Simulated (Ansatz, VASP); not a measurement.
# One calculation of CdSe, two programs

Contents of POSCAR:

```
CdSe
1.0
    4.3000000000      0.0000000000      0.0000000000
   -2.1500000000      3.7239092363      0.0000000000
    0.0000000000      0.0000000000      7.0110000000
Cd Se
2 2
Direct
    0.3333333333      0.6666666667      0.0000000000
    0.6666666667      0.3333333333      0.5000000000
    0.3333333333      0.6666666667      0.3760000000
    0.6666666667      0.3333333333      0.8760000000
```

Contents of INCAR.step1:

```
SYSTEM = CdSe
  PREC = Accurate
  ENCUT = 600
  ISMEAR = 0
  SIGMA = 0.02
  LREAL = .False.
  LASPH = .True.
  NELM = 60
  GGA = PE
  ALGO = Normal
  EDIFF = 1E-4
  LWAVE = .True.
  LCHARG = .False.
```

INCAR.step2

```
SYSTEM = CdSe
  PREC = Accurate
  ENCUT = 600
  EDIFF = 1E-6
  ISMEAR = 0
  SIGMA = 0.02
  LREAL = .False.
  LASPH = .True.
  NELM = 60
  ALGO = Normal
  ISIF = 3
  LWAVE = .False.
  LCHARG = .False.
  METAGGA = R2SCAN
  LMIXTAU = .True.
  IBRION = 2
  NSW = 100
  EDIFFG = -0.002
  ISTART = 1
```

File KPOINTS:

```
regular mesh
0
Gamma
  9 9 6
  0 0 0
```

Input for Ansatz:

```yaml
crystal:
  lattice:
    - [4.3, 0.0, 0.0]
    - [-2.15, 3.7239092363, 0.0]
    - [0.0, 0.0, 7.011]
  atoms:
    - { symbol: Cd, position: [0.3333333333, 0.6666666667, 0.0] }
    - { symbol: Cd, position: [0.6666666667, 0.3333333333, 0.5] }
    - { symbol: Se, position: [0.3333333333, 0.6666666667, 0.376] }
    - { symbol: Se, position: [0.6666666667, 0.3333333333, 0.876] }
basis:
  ecutwfc: 600.0
kpoints:
  mp_grid: { grid: [9, 9, 6] }
hamiltonian:
  xc: r2scan
  pseudopotentials: { kind: paw, azcp: { folder: soft_1 } }
scf:
  occupations: { method: gaussian, width: 0.02 }
output:
  forces: true
  stress: true
  eigenvalues: true
relax:
  adjacent_minimum: "off"
  f_tol: 0.002
  max_steps: 80
  cell: { stress_tol: 0.02 }
```

Alike in both runs: task relaxation of cell and atoms; functional r2SCAN; k mesh 9 × 9 × 6; occupations gaussian, width 0.02 eV; no spin polarisation.

```csv
,VASP,Ansatz
version,VASP 6.6.1,Ansatz 0.2.0
potentials or method,"VASP PAW PBE potentials, release 64 (Cd, Se), cutoff 600 eV","scalar-relativistic, plane waves, PAW"
valence electrons in the cell,36,72
```

Ansatz gave:

* gap on the k mesh at the Fermi level, each at its own relaxed structure (eV): 1.10
* relaxed volume (Å³/atom): 28.86
* relaxed length of the cell vector where the two differ most in proportion (Å): 4.340

Question: What did VASP give for the same quantities?

Answer: gap on the k mesh at the Fermi level, each at its own relaxed structure (eV): 1.09; relaxed volume (Å³/atom): 28.97; relaxed length of the cell vector where the two differ most in proportion (Å): 4.345.

VASP's potentials were made for PBE, not for r2SCAN. VASP's potentials hold 36 valence electrons a cell and Ansatz's 72, so a difference there can come from the potentials and not from the codes.
